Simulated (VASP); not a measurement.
# MoS2 (P6_3/mmc) in VASP: notebook, part 2 of 2

VASP 6.6.1. Earlier steps stand in the parts before.

## (3) Single point, LDA

The input, POSCAR:

```
MoS2
1.0
    3.1610016016      0.0000000000      0.0000000000
   -1.5805008008      2.7375076884      0.0000000000
    0.0000000000      0.0000000000     12.2950000000
Mo S
2 4
Direct
    0.3333333333      0.6666666667      0.2500000000
    0.6666666667      0.3333333333      0.7500000000
    0.3333333333      0.6666666667      0.6275000000
    0.6666666667      0.3333333333      0.1275000000
    0.3333333333      0.6666666667      0.8725000000
    0.6666666667      0.3333333333      0.3725000000
```

The input, INCAR.step1:

```
ALGO = Normal
EDIFF = 1E-7
ENCUT = 520
ISIF = 2
ISMEAR = -1
LASPH = T
LCHARG = T
LMAXMIX = 4
LREAL = F
LWAVE = F
NBANDS = 35
NELM = 100
PREC = Accurate
SIGMA = 0.03
```

The input, KPOINTS.step1:

```
k-points
0
Gamma
  10 10 3
```

The input, INCAR.step2:

```
ALGO = Normal
EDIFF = 1E-7
ENCUT = 520
ICHARG = 11
ISIF = 2
ISMEAR = -5
LASPH = T
LCHARG = F
LMAXMIX = 4
LORBIT = 11
LREAL = F
LWAVE = F
NEDOS = 1001
NELM = 100
PREC = Accurate
SIGMA = 0.03
```

The input, KPOINTS.step2:

```
k-points
0
Gamma
  15 15 5
```

Potentials or basis: VASP PAW LDA potentials, release 64 (Mo_sv, S).

Started as:

```bash
$ cat potpaw_LDA.64/Mo_sv/POTCAR potpaw_LDA.64/S/POTCAR > POTCAR
$ cp INCAR.step1 INCAR
$ cp KPOINTS.step1 KPOINTS
$ mpirun -np 1 vasp_std > vasp.out
$ cp INCAR.step2 INCAR
$ cp KPOINTS.step2 KPOINTS
$ mpirun -np 1 vasp_std > vasp.out
```

OUTCAR:

```text
EDIFF = 1E-7
   ENCUT = 520
   ICHARG = 11
   ISIF = 2
   ISMEAR = -5
   LASPH = T
   LORBIT = 11
   LREAL = F
   NELM = 100
   PREC = Accurate

 ion  position               nearest neighbor table
   1  0.333  0.667  0.250-   4 2.37   6 2.37   4 2.37   6 2.37   4 2.37   6 2.37
   2  0.667  0.333  0.750-   3 2.37   5 2.37   3 2.37   5 2.37   3 2.37   5 2.37
   3  0.333  0.667  0.627-   2 2.37   2 2.37   2 2.37
   4  0.667  0.333  0.127-   1 2.37   1 2.37   1 2.37
   5  0.333  0.667  0.873-   2 2.37   2 2.37   2 2.37
   6  0.667  0.333  0.373-   1 2.37   1 2.37   1 2.37

  LATTYP: Found a hexagonal cell.
 ALAT       =     3.1610016016
 C/A-ratio  =     3.8895899305

  Lattice vectors:

 A1 = (   3.1610016016,   0.0000000000,   0.0000000000)
 A2 = (  -1.5805008008,   2.7375076884,   0.0000000000)
 A3 = (   0.0000000000,   0.0000000000,  12.2950000000)

Analysis of symmetry for initial positions (statically):
=====================================================================
 Subroutine PRICEL returns:
 Original cell was already a primitive cell.

 Routine SETGRP: Setting up the symmetry group for a
 hexagonal supercell.

 Subroutine GETGRP returns: Found 24 space group operations
 (whereof 12 operations were pure point group operations)
 out of a pool of 24 trial point group operations.

The static configuration has the point symmetry D_3d.
 The point group associated with its full space group is D_6h.

Analysis of symmetry for dynamics (positions and initial velocities):
=====================================================================
 Subroutine PRICEL returns:
 Original cell was already a primitive cell.

 Routine SETGRP: Setting up the symmetry group for a
 hexagonal supercell.

 Subroutine GETGRP returns: Found 24 space group operations
 (whereof 12 operations were pure point group operations)
 out of a pool of 24 trial point group operations.

The dynamic configuration has the point symmetry D_3d.
 The point group associated with its full space group is D_6h.

 Subroutine INISYM returns: Found 24 space group operations
 (whereof 12 operations are pure point group operations),
 and found     1 'primitive' translations

----------------------------------------------------------------------------------------

                                     Primitive cell

  volume of cell :     106.3919

  direct lattice vectors                    reciprocal lattice vectors
     3.161001602  0.000000000  0.000000000     0.316355423  0.182647889  0.000000000
    -1.580500801  2.737507688  0.000000000     0.000000000  0.365295778  0.000000000
     0.000000000  0.000000000 12.295000000     0.000000000  0.000000000  0.081333876

  length of vectors
     3.161001602  3.161001602 12.295000000     0.365295778  0.365295778  0.081333876

  position of ions in fractional coordinates (direct lattice)
     0.333333333  0.666666667  0.250000000
     0.666666667  0.333333333  0.750000000
     0.333333333  0.666666667  0.627500000
     0.666666667  0.333333333  0.127500000
     0.333333333  0.666666667  0.872500000
     0.666666667  0.333333333  0.372500000

  ion indices of the primitive-cell ions
   primitive index   ion index
                 1           1
                 2           2
[... 62 lines left out ...]
   total plane-waves  NPLWV =  55296
   dimension x,y,z NGX =    24 NGY =   24 NGZ =   96
   dimension x,y,z NGXF=    48 NGYF=   48 NGZF=  192
   ions per type =               2   4
   NGX,Y,Z   is equivalent  to a cutoff of  12.62, 12.62, 12.98 a.u.
   NGXF,Y,Z  is equivalent  to a cutoff of  25.24, 25.24, 25.96 a.u.
 SYSTEM =  unknown system
   PREC   = accura    normal or accurate (medium, high low for compatibility)
   ISTART =      0    job   : 0-new  1-cont  2-samecut
   ICHARG =     11    charge: 1-file 2-atom 10-const
   ISPIN  =      1    spin polarized calculation?
   LNONCOLLINEAR =      F non collinear calculations
   LSORBIT =      F    spin-orbit coupling
   LASPH  =      T    aspherical Exc in radial PAW
   ENCUT  =  520.0 eV  38.22 Ry    6.18 a.u.   5.88  5.88 22.86*2*pi/ulx,y,z
   NELM   =    100;   NELMIN=  2; NELMDL=  0     # of ELM steps
   EDIFF  = 0.1E-06   stopping-criterion for ELM
   LREAL  =      F    real-space projection
   EDIFFG = 0.1E-05   stopping-criterion for IOM
   NSW    =      0    number of steps for IOM
   IBRION =     -1    ionic relax: 0-MD 1-quasi-New 2-CG
   NFREE  =      0    steps in history (QN), initial steepest desc. (CG)
   ISIF   =      2    stress and relaxation
   ISYM   =      2    0-nonsym 1-usesym 2-fastsym
   POTIM  = 0.5000    time-step for ionic-motion
   TEBEG  =    0.0;   TEEND  =   0.0 temperature during run
   PSTRESS=    0.0 pullay stress
   NELECT =      52.0000    total number of electrons
   NUPDOWN=      -1.0000    fix difference up-down
   EMIN   =  10.00;   EMAX   =-10.00  energy-range for DOS
   EFERMI =   0.00;   METHOD = LEGACY
   ISMEAR =    -5;   SIGMA  =   0.03  broadening in eV -4-tet -1-fermi 0-gaus
   EFERMI_NEDOS =   21; number of points for ismear=-14 and -15
   IALGO  =     38    algorithm
   IMIX   =      4    mixing-type and parameters
     AMIX     =   0.40;   BMIX     =  1.00
     AMIX_MAG =   1.60;   BMIX_MAG =  1.00
  volume/ion in A,a.u.               =      17.73       119.66
  Fermi-wavevector in a.u.,A,eV,Ry     =   1.289555  2.436905 22.625824  1.662951
  Thomas-Fermi vector in A             =   2.421440
   LORBIT       =     11    0 simple, 1 ext, 2 COOP (PROOUT), +10 PAW based schemes
   GGA     = CA    functional components
   LHFCALC =     F    Hartree Fock is set to
   AEXX    =    0.0000 exact exchange contribution
   IVDW    =     0    specifies the selected vdW correction
   LEPSILON=     F    determine dielectric tensor
   LRPA    =     F    only Hartree local field effects (RPA)
 non-spin polarized calculation
 Fermi weights with tetrahedron method with Bloechl corrections
  energy-cutoff  :      520.00
  volume of cell :      106.39
 maximum number of plane-waves:      2886
 NGX is ok and might be reduce to    24

 number of electron      51.9999998 magnetization

 Free energy of the ion-electron system (eV)
  ---------------------------------------------------
  ext. energy  EPLUGINS =         0.00000000
  ---------------------------------------------------
  free energy    TOTEN  =       -48.86946056 eV

  energy without entropy =      -48.86946056  energy(sigma->0) =      -48.86946056

 E-fermi :   7.6166     XC(G=0): -11.0894

 val. band max:        7.6052251664   @ k =   0.0000   0.0000   0.0000
 cond. band min:       8.2958597317   @ k =   0.3333   0.3333   0.0000
 fundamental gap:      0.6906345653
 Fermi energy:         7.6166118004

 k-point     1 :       0.0000    0.0000    0.0000
  band No.  band energies     occupation
      1     -53.7093      2.00000
      2     -53.7093      2.00000
      3     -28.0860      2.00000
      4     -28.0859      2.00000
      5     -27.8548      2.00000
      6     -27.8548      2.00000
[... 805 lines left out ...]
     30       9.9862      0.00000
     31      10.0571      0.00000

 [... further k-points ...]

------------------------ aborting loop because EDIFF is reached ----------------------------------------

  FORCE on cell =-STRESS in cart. coord.  units (eV):
  Direction    XX          YY          ZZ          XY          YZ          ZX
  --------------------------------------------------------------------------------------
  -------------------------------------------------------------------------------------
  Total       -0.7429385     -0.7429385      3.8105849      0.0000000      0.0000000      0.0000000
  in kB      -11.1880623    -11.1880623     57.3843718      0.0000000      0.0000000      0.0000000
  external PRESSURE =      11.6694157 kB  Pullay stress =       0.0000000 kB

 VOLUME and BASIS-vectors are now :
 -----------------------------------------------------------------------------
  energy-cutoff  :      520.00
  volume of cell :      106.39
      direct lattice vectors                 reciprocal lattice vectors
     3.161001602  0.000000000  0.000000000     0.316355423  0.182647889  0.000000000
    -1.580500801  2.737507688  0.000000000     0.000000000  0.365295778  0.000000000
     0.000000000  0.000000000 12.295000000     0.000000000  0.000000000  0.081333876

 POSITION                                       TOTAL-FORCE (eV/Angst)
 -----------------------------------------------------------------------------------
     -0.00000      1.82501      3.07375        -0.000000      0.000000      0.000000
      1.58050      0.91250      9.22125         0.000000     -0.000000      0.000000
     -0.00000      1.82501      7.71511        -0.000000      0.000000     -0.761887
      1.58050      0.91250      1.56761        -0.000000     -0.000000     -0.761887
     -0.00000      1.82501     10.72739        -0.000000      0.000000      0.761887
      1.58050      0.91250      4.57989        -0.000000     -0.000000      0.761887
 -----------------------------------------------------------------------------------
    total drift:                                0.000000     -0.000000      0.000000

  FREE ENERGIE OF THE ION-ELECTRON SYSTEM (eV)
  ---------------------------------------------------
  free  energy   TOTEN  =       -48.8694605565 eV

  energy  without entropy=      -48.8694605565  energy(sigma->0) =      -48.86946056

 total charge

# of ion       s       p       d       tot
------------------------------------------
    1        2.309   6.241   4.051  12.601
    2        2.309   6.241   4.051  12.601
    3        1.361   2.353   0.000   3.714
    4        1.361   2.353   0.000   3.714
    5        1.361   2.353   0.000   3.714
    6        1.361   2.353   0.000   3.714
--------------------------------------------------
tot         10.063  21.892   8.102  40.057
```

It took 4 min on 1 thread of Intel Xeon Platinum 8375C at 2.90GHz (Ice Lake), shared host; peak memory 0.33 GiB.

Results:

```yaml
Valence_electrons_inside_the_program's_atomic_spheres: Mo 12.60; S 3.71
```
